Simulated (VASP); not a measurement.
# MnO: single point with PBE

The system is MnO.

```
Mn O
1.0
     0.00000    2.22409    2.22409
     2.22409    0.00000    2.22409
     2.22409    2.22409    0.00000
Mn O
1 1
Direct
  0.00000 0.00000 0.00000
  0.50000 0.50000 0.50000
```

```
Program             : VASP 6.6.1
Task                : single point
Functional          : PBE
Potentials or basis : VASP PAW PBE potentials, release 64 (Mn_pv, O)
Cutoff              : 520 eV
k mesh              : 10 × 10 × 10
Occupations         : fermi-dirac, width 0.05 eV
Spin                : collinear spin, ferromagnetic start
Starting moments    : [4.0, 0.0] μB
```

```json
{"Pressure": "0.2 GPa", "Net moment": "4.79 μB per cell", "Site moments": "Mn +4.35; O +0.20 μB", "Valence electrons inside the program's atomic spheres": "Mn 11.35; O 4.98"}
```

Levels at points of the mesh, in eV from the Fermi level:
Spin up:
```csv
k point,band 10,band 11,band 12,band 13,band 14,band 15
"(0.00, 0.00, 0.00)",-3.22,-2.69,-2.69,-0.53,13.96,16.32
"(0.50, 0.00, 0.00)",-1.88,0.20,0.20,3.47,7.72,11.87
"(0.50, 0.50, 0.00)",-2.05,-2.05,-1.92,5.01,7.81,10.40
```
Spin down:
```csv
k point,band 4,band 5,band 6,band 7,band 8,band 9,band 10,band 11
"(0.00, 0.00, 0.00)",-19.81,-3.34,-3.34,-3.34,0.76,0.76,0.76,0.80
"(0.50, 0.00, 0.00)",-18.85,-7.35,-4.83,-4.83,1.94,1.98,1.98,3.65
"(0.50, 0.50, 0.00)",-18.88,-6.40,-4.32,-4.32,-0.81,1.97,2.17,2.42
```

Run time: 36 s on 1 thread of Intel(R) Xeon(R) Platinum 8259CL CPU @ 2.50GHz (Skylake/Cascade Lake) (shared host), peak memory 0.16 GiB.

Caveat: a cell with one magnetic atom can't hold antiferromagnetic order, which such compounds often take; semilocal functionals often make such compounds metallic where correlation or magnetic order opens a gap, which also shifts bond lengths. With open d or f shells a metallic result of PBE can be an artefact of self-interaction; +U or a hybrid may open a gap.
